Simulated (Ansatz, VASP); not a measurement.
## Ag: VASP beside Ansatz

```
Ag
1.0
     2.82974    0.00000    0.00000
     0.00000    2.82974    0.00000
     0.00000    0.00000   24.00370
Ag
5
Direct
  0.00000 0.00000 0.33515
  0.50000 0.50000 0.41653
  0.00000 0.00000 0.50000
  0.50000 0.50000 0.58347
  0.00000 0.00000 0.66485
```

Alike in both runs: functional LDA; k mesh 12 × 12 × 1; occupations fermi-dirac, width 0.1 eV; no spin polarisation.

Ansatz relaxed the structure, and its values are those at the end. VASP's run is a single point on that final structure, the one shown.

```csv
,VASP,Ansatz
version,VASP 6.6.1,Ansatz 0.2.0
potentials or method,"VASP PAW LDA potentials, release 64 (Ag)","PAW with Ansatz's default frozen-core files, scalar-relativistic"
plane-wave cutoff (eV),520,420
valence electrons in the cell,55,95
```

|  | VASP | Ansatz | Ansatz less VASP |
| --- | --- | --- | --- |
| rms of the force components (eV/Å) | 0.006 | 0.002 | -0.0035 |

LDA's correlation is that of Perdew and Zunger in VASP and of Perdew and Wang (1992) in Ansatz. VASP's potentials hold 55 valence electrons a cell and Ansatz's 95, so a difference there can come from the potentials and not from the codes. Ansatz's warnings: stress scf threshold loose.
